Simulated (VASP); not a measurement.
# InP (I4mm) in VASP: a series of runs, part 2 of 2

VASP 6.6.1. Earlier steps stand in the parts before.

### Step 4. Single point, PBE (mode 4 frozen in at -0.281 Å, normal strain along x -0.0467)

Contents of INCAR:

```
  PREC = Accurate
  ENCUT = 520
  EDIFF = 1E-6
  ISMEAR = 0
  SIGMA = 0.15
  LREAL = False
  LASPH = True
  NELM = 100
  ALGO = Normal
  ISIF = 2
  LWAVE = False
  LCHARG = False
  GGA = PE
  NBANDS = 16
```

Contents of KPOINTS:

```
Automatic mesh
0
Gamma
  14 14 14
```

Contents of POSCAR:

```
InP
1.0
    0.0000000000      2.7701982124      2.7701982124
    2.6408299559      0.0000000000      2.7701982124
    2.6408299559      2.7701982124      0.0000000000
In P
1 1
Direct
   -0.0136966031      0.0136966031      0.0136966031
    0.5507725402      0.4492274598      0.4492274598
```

Potentials or basis: VASP PAW PBE potentials, release 64 (In_d, P).

On the command line:

```
cat potpaw_PBE.64/In_d/POTCAR potpaw_PBE.64/P/POTCAR > POTCAR
mpirun -np 1 vasp_std > vasp.out
```

OUTCAR:

```text
PREC = Accurate
   ENCUT = 520
   EDIFF = 1E-6
   ISMEAR = 0
   LREAL = False
   LASPH = True
   NELM = 100
   ISIF = 2
   GGA = PE

 ion  position               nearest neighbor table
   1  0.986  0.014  0.014-   2 2.30   2 2.79   2 2.79   2 2.79   2 2.79   2 2.98
   2  0.551  0.449  0.449-   1 2.30   1 2.79   1 2.79   1 2.79   1 2.79   1 2.98

  LATTYP: Found a body centered tetragonal cell.
 ALAT       =     3.9176518824
 C/A-ratio  =     1.3481697890

  Lattice vectors:

 A1 = (  -2.6408299559,   0.0000000000,  -2.7701982124)
 A2 = (  -2.6408299559,   0.0000000000,   2.7701982124)
 A3 = (   2.6408299559,   2.7701982124,   0.0000000000)

Analysis of symmetry for initial positions (statically):
=====================================================================
 Subroutine PRICEL returns:
 Original cell was already a primitive cell.

 Routine SETGRP: Setting up the symmetry group for a
 body centered tetragonal supercell.

 Subroutine GETGRP returns: Found  8 space group operations
 (whereof  8 operations were pure point group operations)
 out of a pool of 16 trial point group operations.
[... 158 lines left out ...]
  ext. energy  EPLUGINS =         0.00000000
  ---------------------------------------------------
  free energy    TOTEN  =        -7.45882585 eV

  energy without entropy =       -7.44531930  energy(sigma->0) =       -7.45207258

 E-fermi :   7.5725     XC(G=0): -10.5821

 val. band max:        7.5677917504   @ k =   0.5000   0.0000   0.0000
 cond. band min:       7.5789777940   @ k =   0.2143   0.1429   0.0714
 fundamental gap:      0.0111860436
 Fermi energy:         7.5725202103

 k-point     1 :       0.0000    0.0000    0.0000
  band No.  band energies     occupation
      1      -6.9650      2.00000
      2      -6.7752      2.00000
      3      -6.7752      2.00000
      4      -6.7194      2.00000
      5      -6.6872      2.00000
      6      -4.7770      2.00000
[... 433 lines left out ...]
      3      -6.7609      2.00000
      4      -6.7007      2.00000
      5      -6.6511      2.00000
      6      -3.8009      2.00000
[... 8 lines left out ...]
     15      17.8020      0.00000
     16      18.0488      0.00000

 [... further k-points ...]
[... 5 lines left out ...]
  --------------------------------------------------------------------------------------
  -------------------------------------------------------------------------------------
  Total        7.3016602      0.1647940      0.1647940      0.0000000      0.0000000      0.0000000
  in kB      288.6290746      6.5141834      6.5141834      0.0000000      0.0000000      0.0000000
  external PRESSURE =     100.5524805 kB  Pullay stress =       0.0000000 kB

 VOLUME and BASIS-vectors are now :
 -----------------------------------------------------------------------------
  energy-cutoff  :      520.00
  volume of cell :       40.53
      direct lattice vectors                 reciprocal lattice vectors
     0.000000000  2.770198212  2.770198212    -0.189334417  0.180492500  0.180492500
     2.640829956  0.000000000  2.770198212     0.189334417 -0.180492500  0.180492500
     2.640829956  2.770198212  0.000000000     0.189334417  0.180492500 -0.180492500

 POSITION                                       TOTAL-FORCE (eV/Angst)
 -----------------------------------------------------------------------------------
      0.07234      2.77020      2.77020        -2.884413      0.000000      0.000000
      2.37267      2.77020      2.77020         2.884413      0.000000      0.000000
 -----------------------------------------------------------------------------------
    total drift:                               -0.000157      0.000009      0.000009

  FREE ENERGIE OF THE ION-ELECTRON SYSTEM (eV)
  ---------------------------------------------------
  free  energy   TOTEN  =        -7.4588258494 eV

  energy  without entropy=       -7.4453193041  energy(sigma->0) =       -7.45207258
```

It took 1.8 min on 1 thread of Intel Xeon 6975P-C (Granite Rapids), shared host; peak memory 0.27 GiB.

Results:

```yaml
Free_energy: -7.4588 eV
Pressure: 10.1 GPa
Largest_force: 2.884 eV/Å
Band_gap_on_the_k_mesh: zero (band 9 reaches 7.90 eV, above the bottom of band 10 at 5.36 eV)
```

Forces in eV/Å, atoms in the order of the input:
```
In  -2.884  0.000  0.000
P    2.884  0.000  0.000
```

Stress tensor (GPa, compression positive):
```
28.86  0.00  0.00
 0.00  0.65  0.00
 0.00  0.00  0.65
```

Levels at points of the mesh, in eV from the Fermi level:
```
           k point  band 5  band 6  band 7  band 8  band 9  band 10  band 11  band 12  band 13  band 14
(0.00, 0.00, 0.00)  -14.26  -12.35   -0.62    0.02    0.02     0.97     6.25     6.25     7.28     9.04
(0.50, 0.00, 0.00)  -14.21  -10.14   -6.79   -0.03    0.00     2.46     3.36     4.29     5.67    11.01
(0.50, 0.50, 0.00)  -14.16   -9.14   -5.21   -2.84   -1.90    -1.90     3.49     9.92    10.48    11.65
(0.00, 0.50, 0.50)  -14.19   -8.55   -5.63   -2.61   -2.61    -2.22     3.64    10.26    10.26    11.04
```

Caveat: the cell differs from its parent crystal (mode 4 frozen in at -0.281 Å, normal strain along x -0.0467); spin-orbit coupling is left out, which moves the levels of the heavy elements; forces of over 1 eV/Å act on the atoms, so gaps and moduli don't describe the material at rest.

### Step 5. Single point, PBE (mode 4 frozen in at -0.422 Å, normal strain along x -0.0233)

Contents of INCAR:

```
PREC = Accurate
ENCUT = 520
EDIFF = 1E-6
ISMEAR = 0
SIGMA = 0.15
LREAL = False
LASPH = True
NELM = 100
ALGO = Normal
ISIF = 2
LWAVE = False
LCHARG = True
GGA = PE
LELF = True
LVHAR = True
NBANDS = 16
```

Contents of KPOINTS:

```
regular mesh
0
Gamma
  14 14 14
```

Contents of POSCAR:

```
InP
1.0
    0.0000000000      2.7701982124      2.7701982124
    2.7056525941      0.0000000000      2.7701982124
    2.7056525941      2.7701982124      0.0000000000
In P
1 1
Direct
   -0.0205473392      0.0205473392      0.0205473392
    0.5761678349      0.4238321651      0.4238321651
```

On the command line:

```
cat potpaw_PBE.64/In_d/POTCAR potpaw_PBE.64/P/POTCAR > POTCAR
mpirun -np 1 vasp_std > vasp.out
```

Wall time 2 min (1 thread of Intel Xeon 6975P-C (Granite Rapids), shared host); peak memory 0.28 GiB.

The run converged. Its results:

| Quantity | Value |
| --- | --- |
| Free energy | -7.0260 eV |
| Pressure | 13.8 GPa |
| Largest force | 4.934 eV/Å |
| Band gap on the k mesh | zero (band 9 reaches 7.63 eV, above the bottom of band 10 at 5.62 eV) |

Forces in eV/Å, atoms in the order of the input:
```
In  -4.934  0.000  0.000
P    4.934  0.000  0.000
```

Stress tensor (GPa, compression positive):
```
45.05  0.00  0.00
 0.00 -1.76  0.00
 0.00  0.00 -1.76
```

Levels at points of the mesh, in eV from the Fermi level:
```tsv
k point	band 6	band 7	band 8	band 9	band 10	band 11	band 12	band 13
(0.00, 0.00, 0.00)	-12.19	-0.51	0.14	0.14	0.77	5.70	5.70	7.08
(0.50, 0.00, 0.00)	-10.07	-6.59	-0.34	-0.07	2.47	3.62	4.62	5.47
(0.50, 0.50, 0.00)	-9.18	-5.04	-2.91	-1.77	-1.64	3.05	10.32	10.34
(0.00, 0.50, 0.50)	-8.69	-5.90	-2.46	-2.46	-1.61	3.78	10.24	10.24
```

Caveat: the cell differs from its parent crystal (mode 4 frozen in at -0.422 Å, normal strain along x -0.0233); spin-orbit coupling is left out, which moves the levels of the heavy elements; forces of over 1 eV/Å act on the atoms, so gaps and moduli don't describe the material at rest.
